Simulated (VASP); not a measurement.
GaN: single point with HSE06

Crystal: GaN.

```
Ga N
1.0
     0.00000    2.24895    2.24895
     2.24895    0.00000    2.24895
     2.24895    2.24895    0.00000
Ga N
1 1
Direct
  0.00000 0.00000 0.00000
  0.25000 0.25000 0.25000
```

```
Program             : VASP 6.6.1
Task                : single point
Functional          : HSE06
Potentials or basis : VASP PAW PBE potentials, release 64 (Ga_d, N)
Cutoff              : 520 eV
k mesh              : 6 × 6 × 6
Occupations         : gaussian, width 0.01 eV
Spin                : no spin polarisation
```

```json
{"Pressure": "-0.1 GPa", "Band gap on the k mesh": "3.02 eV"}
```

Levels at points of the mesh, in eV from the valence-band top:
```
           k point  band 6  band 7  band 8  band 9  band 10  band 11  band 12  band 13
(0.00, 0.00, 0.00)  -15.25    0.00    0.00    0.00     3.02    11.96    11.96    11.96
(0.50, 0.00, 0.00)  -13.61   -7.58   -1.05   -1.05     6.13    10.45    11.94    11.94
(0.50, 0.50, 0.00)  -13.05   -6.59   -2.93   -2.93     4.45     8.19    13.63    16.10
```

Wall time 17 min on 1 thread of Intel(R) Xeon(R) 6975P-C (Granite Rapids), with other jobs on the host, peak memory 0.25 GiB.

Caveat: the PAW data sets were made with another functional, which shifts forces and pressure a little.
